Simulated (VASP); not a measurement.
Here is a VASP 6.6.1 calculation.

Contents of INCAR:

```
PREC = Accurate
ENCUT = 520
EDIFF = 1E-7
ISMEAR = 0
SIGMA = 0.1
LREAL = False
LASPH = True
NELM = 60
ALGO = Normal
ISIF = 2
LWAVE = False
LCHARG = True
GGA = PE
LELF = True
LVHAR = True
NBANDS = 61
```

Contents of KPOINTS:

```
regular mesh
0
Gamma
  6 6 1
```

File POSCAR:

```
MgZn5S6
1.0
    3.8770839201     -0.0000000029      0.0000000000
   -1.9385419575      3.3576531689      0.0000000000
    0.0000000000      0.0000000000     19.0276620167
Mg Zn S
1 5 6
Direct
    0.3333333333      0.6666666667      0.1665794928
    0.0000000000      0.0000000000     -0.0040919779
    0.0000000000      0.0000000000      0.5021102850
    0.6666666667      0.3333333333      0.6667993079
    0.6666666667      0.3333333333      0.3376371302
    0.3333333333      0.6666666667      0.8312107153
    0.0000000000      0.0000000000      0.1196835702
    0.0000000000      0.0000000000      0.6262971457
    0.3333333333      0.6666666667      0.2964240963
    0.6666666667      0.3333333333      0.7907408126
    0.6666666667      0.3333333333      0.4614382114
    0.3333333333      0.6666666667      0.9551712104
```

Potentials or basis: VASP PAW PBE potentials, release 64 (Mg, Zn, S).

Run with:

```sh
$ cat potpaw_PBE.64/Mg/POTCAR potpaw_PBE.64/Zn/POTCAR potpaw_PBE.64/S/POTCAR > POTCAR
$ mpirun -np 1 vasp_std > vasp.out
```

**Question.** Estimate the band gap on the k mesh.

**Answer.** 2.11 eV.

**Question.** Estimate the pressure.

**Answer.** 0.1 GPa.

Forces in eV/Å, atoms in the order of the input:
```
Mg   0.000  0.000 -0.011
Zn   0.000  0.000  0.006
Zn   0.000  0.000  0.005
Zn   0.000  0.000  0.004
Zn   0.000  0.000 -0.001
Zn   0.000  0.000  0.003
S    0.000  0.000  0.024
S    0.000  0.000 -0.004
S    0.000  0.000 -0.014
S    0.000  0.000 -0.003
S    0.000  0.000 -0.004
S    0.000  0.000 -0.005
```
